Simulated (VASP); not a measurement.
# BeS (Fm-3m) in VASP: further runs

BeS is run at these levels: PBE; tasks: G0W0 quasiparticle levels.

Program: VASP 6.6.1. These are calculated values, not measurements. Logs are shortened: lines on timing, memory, paths and dates and some standing lists are left out, and cuts for length are marked.

## Step 1: The cell of the first run

Symmetry: Fm-3m, No. 225, cubic system. The conventional cell has a = 4.449 Å, b = 4.449 Å, c = 4.449 Å, α = 90.00°, β = 90.00°, γ = 90.00°. Be (site symmetry m-3m) has 6 S at 2.22 Å within 2.9 Å. Within 2.9 Å of S (site symmetry m-3m) lie 6 Be at 2.22 Å.

## Step 2: G0W0 quasiparticle levels, PBE

Contents of POSCAR:

```
BeS
1.0
    0.0000000000      2.2246053091      2.2246053091
    2.2246053091      0.0000000000      2.2246053091
    2.2246053091      2.2246053091      0.0000000000
Be S
1 1
Direct
    0.0000000000      0.0000000000      0.0000000000
    0.5000000000      0.5000000000      0.5000000000
```

Contents of INCAR.step1:

```
SYSTEM = BeS
PREC     = Accurate       ! precision mode
ENCUT    = 500            ! plane-wave cutoff, eV
EDIFF    = 1E-8           ! SCF threshold, eV
ISMEAR   = 0              ! smearing method
SIGMA    = 0.01           ! smearing width, eV
LREAL    = .False.        ! projectors in reciprocal space
LASPH    = .True.         ! aspherical terms in the spheres
NELM     = 80             ! most SCF steps
ALGO     = Normal         ! electronic algorithm
LWAVE    = .True.         ! write WAVECAR
LCHARG   = .False.        ! write CHGCAR
GGA      = PE             ! functional
```

Contents of INCAR.step2:

```
SYSTEM = BeS
PREC     = Accurate       ! precision mode
ENCUT    = 500            ! plane-wave cutoff, eV
EDIFF    = 1E-8           ! SCF threshold, eV
ISMEAR   = 0              ! smearing method
SIGMA    = 0.01           ! smearing width, eV
LREAL    = .False.        ! projectors in reciprocal space
LASPH    = .True.         ! aspherical terms in the spheres
NELM     = 1              ! most SCF steps
ALGO     = Exact          ! electronic algorithm
LWAVE    = .True.         ! write WAVECAR
LCHARG   = .False.        ! write CHGCAR
GGA      = PE             ! functional
NBANDS   = 95             ! bands
LOPTICS  = .True.         ! frequency-dependent dielectric function
ISTART   = 1
```

Contents of INCAR.step3:

```
SYSTEM = BeS
PREC     = Accurate       ! precision mode
ENCUT    = 500            ! plane-wave cutoff, eV
EDIFF    = 1E-8           ! SCF threshold, eV
ISMEAR   = 0              ! smearing method
SIGMA    = 0.01           ! smearing width, eV
LREAL    = .False.        ! projectors in reciprocal space
LASPH    = .True.         ! aspherical terms in the spheres
ALGO     = EVGW0          ! electronic algorithm
LWAVE    = .False.        ! write WAVECAR
LCHARG   = .False.        ! write CHGCAR
GGA      = PE             ! functional
NELMGW   = 1            
NBANDS   = 95             ! bands
ENCUTGW  = 150.0          ! cutoff of the response function
NOMEGA   = 96             ! frequency points
PRECFOCK = Fast         
ISTART   = 1            
NBANDSGW = 12           
OMEGAMAX = 20
```

Contents of KPOINTS:

```
Automatic mesh
0
Gamma
  6 6 6
  0 0 0
```

Potentials or basis: VASP PAW PBE potentials, release 64 (Be_GW, S_GW).

The run is started by

```bash
cat potpaw_PBE.64/Be_GW/POTCAR potpaw_PBE.64/S_GW/POTCAR > POTCAR
cp INCAR.step1 INCAR
mpirun -np 1 vasp_std > vasp.out
cp INCAR.step2 INCAR
mpirun -np 1 vasp_std > vasp.out
cp INCAR.step3 INCAR
mpirun -np 1 vasp_std > vasp.out
```

OUTCAR:

```text
SYSTEM = BeS
   PREC = Accurate
   ENCUT = 500
   EDIFF = 1E-8
   ISMEAR = 0
   LREAL = .False.
   LASPH = .True.
   GGA = PE
   NELMGW = 1
   ENCUTGW = 150.0
   PRECFOCK = Fast
   ISTART = 1

 ion  position               nearest neighbor table
   1  0.000  0.000  0.000-   2 2.22   2 2.22   2 2.22   2 2.22   2 2.22   2 2.22
   2  0.500  0.500  0.500-   1 2.22   1 2.22   1 2.22   1 2.22   1 2.22   1 2.22

  LATTYP: Found a face centered cubic cell.
 ALAT       =     4.4492106182

  Lattice vectors:

 A1 = (   0.0000000000,   2.2246053091,   2.2246053091)
 A2 = (   2.2246053091,   0.0000000000,   2.2246053091)
 A3 = (   2.2246053091,   2.2246053091,   0.0000000000)

Analysis of symmetry for initial positions (statically):
=====================================================================
 Subroutine PRICEL returns:
 Original cell was already a primitive cell.

 Routine SETGRP: Setting up the symmetry group for a
 face centered cubic supercell.

 Subroutine GETGRP returns: Found 48 space group operations
 (whereof 48 operations were pure point group operations)
 out of a pool of 48 trial point group operations.

The static configuration has the point symmetry O_h .

Analysis of symmetry for dynamics (positions and initial velocities):
=====================================================================
 Subroutine PRICEL returns:
 Original cell was already a primitive cell.

 Routine SETGRP: Setting up the symmetry group for a
 face centered cubic supercell.

 Subroutine GETGRP returns: Found 48 space group operations
 (whereof 48 operations were pure point group operations)
 out of a pool of 48 trial point group operations.

The dynamic configuration has the point symmetry O_h .

 Subroutine INISYM returns: Found 48 space group operations
 (whereof 48 operations are pure point group operations),
 and found     1 'primitive' translations

----------------------------------------------------------------------------------------

                                     Primitive cell

  volume of cell :      22.0186

  direct lattice vectors                    reciprocal lattice vectors
     0.000000000  2.224605309  2.224605309    -0.224758971  0.224758971  0.224758971
     2.224605309  0.000000000  2.224605309     0.224758971 -0.224758971  0.224758971
     2.224605309  2.224605309  0.000000000     0.224758971  0.224758971 -0.224758971

  length of vectors
     3.146066999  3.146066999  3.146066999     0.389293957  0.389293957  0.389293957

  position of ions in fractional coordinates (direct lattice)
     0.000000000  0.000000000  0.000000000
     0.500000000  0.500000000  0.500000000

  ion indices of the primitive-cell ions
   primitive index   ion index
                 1           1
                 2           2

----------------------------------------------------------------------------------------

 KPOINTS: Automatic mesh

Automatic generation of k-mesh.
 Grid dimensions read from file:
 generate k-points for:    6    6    6

 Generating k-lattice:

  Cartesian coordinates                     Fractional coordinates (reciprocal lattice)
    -0.037459828  0.037459828  0.037459828     0.166666667  0.000000000  0.000000000
     0.037459828 -0.037459828  0.037459828     0.000000000  0.166666667  0.000000000
     0.037459828  0.037459828 -0.037459828     0.000000000  0.000000000  0.166666667

  Length of vectors
     0.064882326  0.064882326  0.064882326

  Shift w.r.t. Gamma in fractional coordinates (k-lattice)
     0.000000000  0.000000000  0.000000000

 Subroutine IBZKPT returns following result:
 ===========================================

 Found     16 irreducible k-points:

 Following reciprocal coordinates:
            Coordinates               Weight
  0.000000  0.000000  0.000000      1.000000
  0.166667  0.000000  0.000000      8.000000
  0.333333  0.000000  0.000000      8.000000
  0.500000  0.000000  0.000000      4.000000
  0.166667  0.166667  0.000000      6.000000
  0.333333  0.166667  0.000000     24.000000
[... 8 lines left out ...]
 -0.333333  0.333333  0.166667     24.000000
 -0.333333  0.500000  0.166667     12.000000
   k-points           NKPTS =     16   k-points in BZ     NKDIM =    216   number of bands    NBANDS=     95
   number of dos      NEDOS =    301   number of ions     NIONS =      2
   total plane-waves  NPLWV =  13824
   dimension x,y,z NGX =    24 NGY =   24 NGZ =   24
   dimension x,y,z NGXF=    48 NGYF=   48 NGZF=   48
   ions per type =               1   1
   NGX,Y,Z   is equivalent  to a cutoff of  12.68, 12.68, 12.68 a.u.
   NGXF,Y,Z  is equivalent  to a cutoff of  25.36, 25.36, 25.36 a.u.
 SYSTEM =  BeS
   PREC   = accura    normal or accurate (medium, high low for compatibility)
   ISTART =      1    job   : 0-new  1-cont  2-samecut
   ICHARG =      0    charge: 1-file 2-atom 10-const
   ISPIN  =      1    spin polarized calculation?
   LNONCOLLINEAR =      F non collinear calculations
   LSORBIT =      F    spin-orbit coupling
   LASPH  =      T    aspherical Exc in radial PAW
   ENCUT  =  500.0 eV  36.75 Ry    6.06 a.u.   5.74  5.74  5.74*2*pi/ulx,y,z
   NELM   =     60;   NELMIN=  2; NELMDL=  0     # of ELM steps
   EDIFF  = 0.1E-07   stopping-criterion for ELM
   LREAL  =      F    real-space projection
   EDIFFG = 0.1E-06   stopping-criterion for IOM
   NSW    =      0    number of steps for IOM
   IBRION =     -1    ionic relax: 0-MD 1-quasi-New 2-CG
   NFREE  =      0    steps in history (QN), initial steepest desc. (CG)
   ISIF   =      0    stress and relaxation
   ISYM   =      3    0-nonsym 1-usesym 2-fastsym
   POTIM  = 0.5000    time-step for ionic-motion
   TEBEG  =    0.0;   TEEND  =   0.0 temperature during run
   PSTRESS=    0.0 pullay stress
   NELECT =       8.0000    total number of electrons
   NUPDOWN=      -1.0000    fix difference up-down
   EMIN   =  10.00;   EMAX   =-10.00  energy-range for DOS
   EFERMI =   0.00;   METHOD = LEGACY
   ISMEAR =     0;   SIGMA  =   0.01  broadening in eV -4-tet -1-fermi 0-gaus
   EFERMI_NEDOS =   21; number of points for ismear=-14 and -15
   IALGO  =     38    algorithm
   IMIX   =      4    mixing-type and parameters
     AMIX     =   0.40;   BMIX     =  1.00
     AMIX_MAG =   1.60;   BMIX_MAG =  1.00
  volume/ion in A,a.u.               =      11.01        74.29
  Fermi-wavevector in a.u.,A,eV,Ry     =   1.168177  2.207534 18.567010  1.364637
  Thomas-Fermi vector in A             =   2.304667
   LORBIT       =      0    0 simple, 1 ext, 2 COOP (PROOUT), +10 PAW based schemes
   GGA     = PE    functional components
   LHFCALC =     T    Hartree Fock is set to
   PRECFOCK=fast      Normal, Fast or Accurate (Low or Medium for compatibility)
   ENCUT4O =  -1.0   cutoff for four orbital integrals eV
   NKREDX  =     1    reduce k-point grid by
   NKREDY  =     1    reduce k-point grid by
   NKREDZ  =     1    reduce k-point grid by
   AEXX    =    1.0000 exact exchange contribution
   HFSCREEN=    0.0000 screening length (either q_TF or 0.3 A-1)
   HFSCREENC=   0.0000 screening length for correlation (either q_TF or 0.3 A-1)
   ENCUTFOCK=  -1.0 apply spherical cutoff to Coloumb kernel
   IVDW    =     0    specifies the selected vdW correction
   LEPSILON=     F    determine dielectric tensor
   LRPA    =     F    only Hartree local field effects (RPA)
   LRPAFORCE           =     F    calculate RPA forces
   ENCUTGW             = 150.0    cutoff for response function in eV
   ENCUTGWSOFT         = 120.0    soft cutoff for Coulomb kernel in GW response function in eV
   ENCUTLF             =  -1.0    cutoff for local field effects
   NELMGW              =     1    number of iterations in solving QP/BSE equation
   NELMHF              =     1    number of iterations in the inner HF iteration
   NKREDLFX            =     1    NKREDLFY  =   1   NKREDLFZ  =   1
 non-spin polarized calculation
 Gauss-broadening in eV      SIGMA  =   0.01
  energy-cutoff  :      500.00
  volume of cell :       22.02
 maximum number of plane-waves:       568
  NGX = 14; NGY = 14; NGZ = 14
   NGX = 11   NGY = 11   NGZ = 11
 maximum number of plane-waves:        95
 NGX is ok and might be reduce to    14

 QP shifts <psi_nk| G(iteration)W_0 |psi_nk>: iteration 1
 for sc-GW calculations column KS-energies equals QP-energies in previous step
 and V_xc(KS)=  KS-energies - (<T + V_ion + V_H > + <T+V_H+V_ion>^1  + <V_x>^1)

 k-point   1 :       0.0000    0.0000    0.0000
  band No.  KS-energies  QP-energies   sigma(KS)   V_xc(KS)     V^pw_x(r,r')   Z            occupation Imag(sigma)

      1      -8.5337      -9.2420     -13.8334     -12.8183     -21.7350       0.6976       2.0000       1.6131
      2       7.3557       6.7642     -14.5056     -13.7452     -16.1304       0.7778       2.0000       0.0267
      3       7.3557       6.7642     -14.5056     -13.7452     -16.1304       0.7778       2.0000       0.0267
      4       7.3557       6.7642     -14.5056     -13.7452     -16.1304       0.7778       2.0000       0.0267
      5      14.4926      14.8487     -11.7748     -12.2386      -6.2789       0.7678       0.0000      -0.1102
      6      16.2644      16.6566     -10.9084     -11.4060      -5.6886       0.7882       0.0000      -0.1031
      7      16.2644      16.6566     -10.9084     -11.4060      -5.6886       0.7882       0.0000      -0.1031
      8      16.2644      16.6566     -10.9084     -11.4060      -5.6886       0.7882       0.0000      -0.1031
      9      17.9337      18.3084     -10.4201     -10.9178      -3.6696       0.7529       0.0000      -0.3237
     10      17.9337      18.3084     -10.4201     -10.9178      -3.6696       0.7529       0.0000      -0.3237
     11      17.9337      18.3084     -10.4201     -10.9178      -3.6696       0.7529       0.0000      -0.3237
     12      19.7693      20.2394     -11.9161     -12.5207      -5.6844       0.7775       0.0000      -0.4435

 k-point   2 :       0.1667    0.0000    0.0000
  band No.  KS-energies  QP-energies   sigma(KS)   V_xc(KS)     V^pw_x(r,r')   Z            occupation Imag(sigma)
[... 225 lines left out ...]
      1      -4.4602      -4.9873     -14.8648     -14.1442     -21.6402       0.7313       2.0000       1.0150
      2       0.5523      -0.1856     -12.8985     -11.8870     -16.8161       0.7295       2.0000       0.2273
      3       2.4315       1.6982     -13.1967     -12.2109     -16.3043       0.7440       2.0000       0.1120
      4       3.3656       2.6472     -13.2608     -12.3039     -15.9302       0.7507       2.0000       0.0782
      5      11.0024      11.2928     -11.3063     -11.6788      -6.7970       0.7797       0.0000      -0.0585
      6      14.3869      14.6890     -10.8548     -11.2374      -5.8385       0.7897       0.0000      -0.0787
      7      15.8087      16.2517     -11.4505     -12.0346      -5.5248       0.7584       0.0000      -0.1839
      8      19.8981      20.3698     -11.9161     -12.5314      -5.4915       0.7667       0.0000      -0.2856
      9      21.2893      21.7717     -11.1917     -11.8370      -3.8418       0.7475       0.0000      -0.5742
     10      23.3372      23.8397     -10.8270     -11.4827      -3.3370       0.7664       0.0000      -0.7529
     11      25.8641      26.4738     -12.6026     -13.4234      -4.8719       0.7429       0.0000      -0.6734
     12      27.3589      27.8960     -12.3154     -13.0316      -4.3327       0.7498       0.0000      -1.1400
```

It took 2.3 min on 1 thread of Intel Xeon 6975P-C (Granite Rapids), shared host; peak memory 0.42 GiB.

Results:

```yaml
Quasiparticle_gap: 1.79 eV
Least_direct_quasiparticle_gap: 5.30 eV
Band_gap_of_the_starting_levels_on_the_mesh: 1.02 eV
Least_direct_gap_of_the_starting_levels_on_the_mesh: 4.27 eV
```

Caveat: the k points lie up to 0.41 Å⁻¹ apart; bands, screening cutoff and mesh are small and nothing is extrapolated, so the quasiparticle values aren't converged; the structure was generated, so it needn't be the stable form of BeS.

(Continued in part 2 of 2.)
